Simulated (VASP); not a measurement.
# SiC2N4 (Pn-3m) in VASP: electric field gradients with LDA

Aim: the electric field gradients of SiC2N4 with LDA.

All numbers are computed with VASP 6.6.1; they aren't measurements. Logs are shortened: lines on timing, memory, paths and dates and some standing lists are left out, and cuts for length are marked.

## Step 1: The cell of the first run

The structure is cubic, space group Pn-3m (No. 224). The conventional cell has a = 6.631 Å, b = 6.631 Å, c = 6.631 Å, α = 90.00°, β = 90.00°, γ = 90.00°. Within 2.2 Å of Si (site symmetry -43m) lie 4 N at 1.67 Å. C (site symmetry -3m) has 2 N at 1.20 Å within 1.6 Å. Within 1.6 Å of N (site symmetry 3m) lie 1 C at 1.20 Å.

## Step 2: Electric field gradients, LDA

The input, INCAR:

```
ALGO = Normal
EDIFF = 1E-8
ENCUT = 520
GGA = CA
ISIF = 2
ISMEAR = 0
LASPH = T
LCHARG = F
LEFG = T
LREAL = F
LWAVE = F
NBANDS = 45
NELM = 60
PREC = Accurate
SIGMA = 0.01
```

The input, KPOINTS:

```
k-points
0
Gamma
  4 4 4
```

The input, POSCAR:

```
SiC2N4
1.0
    6.6305330479      0.0000000000      0.0000000000
    0.0000000000      6.6305330479      0.0000000000
    0.0000000000      0.0000000000      6.6305330479
Si C N
2 4 8
Direct
    0.0000000000      0.0000000000      0.0000000000
    0.5000000000      0.5000000000      0.5000000000
    0.7500000000      0.7500000000      0.7500000000
    0.7500000000      0.2500000000      0.2500000000
    0.2500000000      0.2500000000      0.7500000000
    0.2500000000      0.7500000000      0.2500000000
    0.8545680737      0.8545680737      0.8545680737
    0.6454319263      0.3545680737      0.3545680737
    0.1454319263      0.1454319263      0.8545680737
    0.3545680737      0.6454319263      0.3545680737
    0.8545680737      0.1454319263      0.1454319263
    0.6454319263      0.6454319263      0.6454319263
    0.1454319263      0.8545680737      0.1454319263
    0.3545680737      0.3545680737      0.6454319263
```

Potentials or basis: VASP PAW LDA potentials, release 64 (Si, C, N).

Command:

```
> cat potpaw_LDA.64/Si/POTCAR potpaw_LDA.64/C/POTCAR potpaw_LDA.64/N/POTCAR > POTCAR
> mpirun -np 1 vasp_std > vasp.out
```

OUTCAR:

```text
EDIFF = 1E-8
   ENCUT = 520
   GGA = CA
   ISIF = 2
   ISMEAR = 0
   LASPH = T
   LREAL = F
   NELM = 60
   PREC = Accurate

 ion  position               nearest neighbor table
   1  0.000  0.000  0.000-   7 1.67   9 1.67  11 1.67  13 1.67
   2  0.500  0.500  0.500-   8 1.67  10 1.67  12 1.67  14 1.67
   3  0.750  0.750  0.750-   7 1.20  12 1.20
   4  0.750  0.250  0.250-   8 1.20  11 1.20
   5  0.250  0.250  0.750-   9 1.20  14 1.20
   6  0.250  0.750  0.250-  10 1.20  13 1.20
   7  0.855  0.855  0.855-   3 1.20   1 1.67
   8  0.645  0.355  0.355-   4 1.20   2 1.67
   9  0.145  0.145  0.855-   5 1.20   1 1.67
  10  0.355  0.645  0.355-   6 1.20   2 1.67
  11  0.855  0.145  0.145-   4 1.20   1 1.67
  12  0.645  0.645  0.645-   3 1.20   2 1.67
  13  0.145  0.855  0.145-   6 1.20   1 1.67
  14  0.355  0.355  0.645-   5 1.20   2 1.67

  LATTYP: Found a simple cubic cell.
 ALAT       =     6.6305330479

  Lattice vectors:

 A1 = (   6.6305330479,   0.0000000000,   0.0000000000)
 A2 = (   0.0000000000,   6.6305330479,   0.0000000000)
 A3 = (   0.0000000000,   0.0000000000,   6.6305330479)

Analysis of symmetry for initial positions (statically):
=====================================================================
 Subroutine PRICEL returns:
 Original cell was already a primitive cell.

 Routine SETGRP: Setting up the symmetry group for a
 simple cubic supercell.

 Subroutine GETGRP returns: Found 48 space group operations
 (whereof 24 operations were pure point group operations)
 out of a pool of 48 trial point group operations.

The static configuration has the point symmetry T_d .
 The point group associated with its full space group is O_h .

Analysis of symmetry for dynamics (positions and initial velocities):
=====================================================================
 Subroutine PRICEL returns:
 Original cell was already a primitive cell.

 Routine SETGRP: Setting up the symmetry group for a
 simple cubic supercell.

[... 657 lines left out ...]
     0.000000000  6.630533048  0.000000000     0.000000000  0.150817437  0.000000000
     0.000000000  0.000000000  6.630533048     0.000000000  0.000000000  0.150817437

 POSITION                                       TOTAL-FORCE (eV/Angst)
 -----------------------------------------------------------------------------------
      0.00000      0.00000      0.00000         0.000000     -0.000000      0.000000
      3.31527      3.31527      3.31527         0.000000     -0.000000      0.000000
      4.97290      4.97290      4.97290         0.000000     -0.000000      0.000000
      4.97290      1.65763      1.65763         0.000000     -0.000000      0.000000
      1.65763      1.65763      4.97290         0.000000     -0.000000      0.000000
      1.65763      4.97290      1.65763         0.000000     -0.000000      0.000000
      5.66624      5.66624      5.66624         0.082115      0.082115      0.082115
      4.27956      2.35098      2.35098        -0.082115      0.082115      0.082115
      0.96429      0.96429      5.66624        -0.082115     -0.082115      0.082115
      2.35098      4.27956      2.35098         0.082115     -0.082115      0.082115
      5.66624      0.96429      0.96429         0.082115     -0.082115     -0.082115
      4.27956      4.27956      4.27956        -0.082115     -0.082115     -0.082115
      0.96429      5.66624      0.96429        -0.082115      0.082115     -0.082115
      2.35098      2.35098      4.27956         0.082115      0.082115     -0.082115
 -----------------------------------------------------------------------------------
    total drift:                               -0.000000     -0.000000     -0.000000

  FREE ENERGIE OF THE ION-ELECTRON SYSTEM (eV)
  ---------------------------------------------------
  free  energy   TOTEN  =      -127.2899433483 eV

  energy  without entropy=     -127.2899433483  energy(sigma->0) =     -127.28994335

 Electric field gradients (V/A^2)
---------------------------------------------------------------------
 ion       V_xx      V_yy      V_zz      V_xy      V_xz      V_yz
---------------------------------------------------------------------
   1       0.000     0.000    -0.000     0.000    -0.000     0.000
   2       0.000     0.000    -0.000    -0.000    -0.000    -0.000
   3      -0.000    -0.000    -0.000   -23.929   -23.929   -23.929
   4       0.000     0.000    -0.000    23.929    23.929   -23.929
   5      -0.000     0.000    -0.000   -23.929    23.929    23.929
   6      -0.000     0.000    -0.000    23.929   -23.929    23.929
   7      -0.000    -0.000     0.000    13.419    13.419    13.419
   8      -0.000    -0.000     0.000   -13.419   -13.419    13.419
   9      -0.000    -0.000     0.000    13.419   -13.419   -13.419
  10      -0.000    -0.000     0.000   -13.419    13.419   -13.419
  11      -0.000    -0.000     0.000   -13.419   -13.419    13.419
  12      -0.000    -0.000     0.000    13.419    13.419    13.419
  13      -0.000    -0.000     0.000   -13.419    13.419   -13.419
  14      -0.000    -0.000     0.000    13.419   -13.419   -13.419
---------------------------------------------------------------------

 Electric field gradients after diagonalization (V/A^2)
 (convention: |V_zz| > |V_xx| > |V_yy|)
----------------------------------------------------------------------
 ion       V_xx      V_yy      V_zz     asymmetry (V_yy - V_xx)/ V_zz
----------------------------------------------------------------------
   1       0.000     0.000    -0.000       0.267
   2       0.000     0.000    -0.000       0.117
   3      23.929    23.929   -47.858       0.000
   4      23.929    23.929   -47.858       0.000
   5      23.929    23.929   -47.858       0.000
   6      23.929    23.929   -47.858       0.000
   7     -13.419   -13.419    26.838       0.000
   8     -13.419   -13.419    26.838       0.000
   9     -13.419   -13.419    26.838       0.000
  10     -13.419   -13.419    26.838       0.000
  11     -13.419   -13.419    26.838       0.000
  12     -13.419   -13.419    26.838       0.000
  13     -13.419   -13.419    26.838       0.000
  14     -13.419   -13.419    26.838       0.000
----------------------------------------------------------------------

           NMR quadrupolar parameters

 Cq : quadrupolar parameter    Cq=e*Q*V_zz/h
 eta: asymmetry parameters     (V_yy - V_xx)/ V_zz
 Q  : nuclear electric quadrupole moment in mb (millibarn)
----------------------------------------------------------------------
 ion       Cq(MHz)       eta       Q (mb)
----------------------------------------------------------------------
   1      -0.000       0.267       1.000
   2      -0.000       0.117       1.000
   3      -0.116       0.000       1.000
   4      -0.116       0.000       1.000
   5      -0.116       0.000       1.000
   6      -0.116       0.000       1.000
   7       0.065       0.000       1.000
   8       0.065       0.000       1.000
   9       0.065       0.000       1.000
  10       0.065       0.000       1.000
  11       0.065       0.000       1.000
  12       0.065       0.000       1.000
  13       0.065       0.000       1.000
  14       0.065       0.000       1.000
----------------------------------------------------------------------
```

OSZICAR:

```text
N       E                     dE             d eps       ncg     rms          rms(c)
DAV:   1     0.425890395516E+03    0.42589E+03   -0.28689E+04   900   0.119E+03
DAV:   2    -0.904318259311E+02   -0.51632E+03   -0.49968E+03  1209   0.284E+02
DAV:   3    -0.142545468350E+03   -0.52114E+02   -0.51741E+02  1112   0.968E+01
DAV:   4    -0.143527862916E+03   -0.98239E+00   -0.97728E+00  1104   0.144E+01
DAV:   5    -0.143556477338E+03   -0.28614E-01   -0.28594E-01  1139   0.231E+00    0.267E+01
DAV:   6    -0.128818896286E+03    0.14738E+02   -0.43559E+01  1045   0.270E+01    0.128E+01
DAV:   7    -0.127565493017E+03    0.12534E+01   -0.31134E+00  1137   0.729E+00    0.641E+00
DAV:   8    -0.127292327799E+03    0.27317E+00   -0.90115E-01  1096   0.384E+00    0.174E+00
DAV:   9    -0.127283586594E+03    0.87412E-02   -0.46618E-02  1067   0.102E+00    0.602E-01
DAV:  10    -0.127287792173E+03   -0.42056E-02   -0.62231E-03  1016   0.414E-01    0.170E-01
DAV:  11    -0.127289180038E+03   -0.13879E-02   -0.64709E-04  1040   0.103E-01    0.953E-02
DAV:  12    -0.127289949990E+03   -0.76995E-03   -0.42054E-04   990   0.776E-02    0.324E-02
DAV:  13    -0.127289940898E+03    0.90915E-05   -0.75941E-05  1086   0.337E-02    0.954E-03
DAV:  14    -0.127289942633E+03   -0.17344E-05   -0.87305E-06  1099   0.125E-02    0.425E-03
DAV:  15    -0.127289943395E+03   -0.76230E-06   -0.18889E-06  1048   0.546E-03    0.221E-03
DAV:  16    -0.127289943351E+03    0.44431E-07   -0.15524E-07  1139   0.164E-03    0.750E-04
DAV:  17    -0.127289943348E+03    0.24138E-08   -0.13960E-08   760   0.544E-04
   1 F= -.12728994E+03 E0= -.12728994E+03  d E =-.371371E-14
```

Wall time 2.7 min (1 thread of Intel Xeon 6975P-C, shared host); peak memory 0.32 GiB.

What came out:

| Item | Value |
| --- | --- |
| Free energy | -127.2899 eV |
| Pressure | 0.2 GPa |
| Largest force | 0.142 eV/Å |
| Band gap on the k mesh | 4.21 eV, indirect (least direct gap 4.22 eV) |

Forces in eV/Å, atoms in the order of the input:
```
Si   0.000  0.000  0.000
Si   0.000  0.000  0.000
C    0.000  0.000  0.000
C    0.000  0.000  0.000
C    0.000  0.000  0.000
C    0.000  0.000  0.000
N    0.082  0.082  0.082
N   -0.082  0.082  0.082
N   -0.082 -0.082  0.082
N    0.082 -0.082  0.082
N    0.082 -0.082 -0.082
N   -0.082 -0.082 -0.082
N   -0.082  0.082 -0.082
N    0.082  0.082 -0.082
```

Levels at points of the mesh, in eV from the valence-band top:
```tsv
k point	band 30	band 31	band 32	band 33	band 34	band 35
(0.00, 0.00, 0.00)	0.00	0.00	0.00	4.29	4.37	4.37
(0.50, 0.00, 0.00)	-0.81	-0.50	-0.50	4.70	4.70	4.99
(0.50, 0.50, 0.00)	-0.83	-0.51	-0.51	4.77	4.77	4.87
(0.50, 0.50, 0.50)	-0.02	-0.02	-0.02	4.26	4.26	4.26
```

Electric field gradients, principal values (V/Å²):
| atom | least | middle | greatest (by size) |
| --- | --- | --- | --- |
| 1 Si | 0.000 | 0.000 | 0.000 |
| 2 Si | 0.000 | 0.000 | 0.000 |
| 3 C | 23.929 | 23.929 | -47.858 |
| 4 C | 23.929 | 23.929 | -47.858 |
| 5 C | 23.929 | 23.929 | -47.858 |
| 6 C | 23.929 | 23.929 | -47.858 |
| 7 N | -13.419 | -13.419 | 26.838 |
| 8 N | -13.419 | -13.419 | 26.838 |
| 9 N | -13.419 | -13.419 | 26.838 |
| 10 N | -13.419 | -13.419 | 26.838 |
| 11 N | -13.419 | -13.419 | 26.838 |
| 12 N | -13.419 | -13.419 | 26.838 |
| 13 N | -13.419 | -13.419 | 26.838 |
| 14 N | -13.419 | -13.419 | 26.838 |

Caveat: without QUAD_EFG the Cq values of the log hold for a quadrupole moment of 1 mb, not for the nuclei.
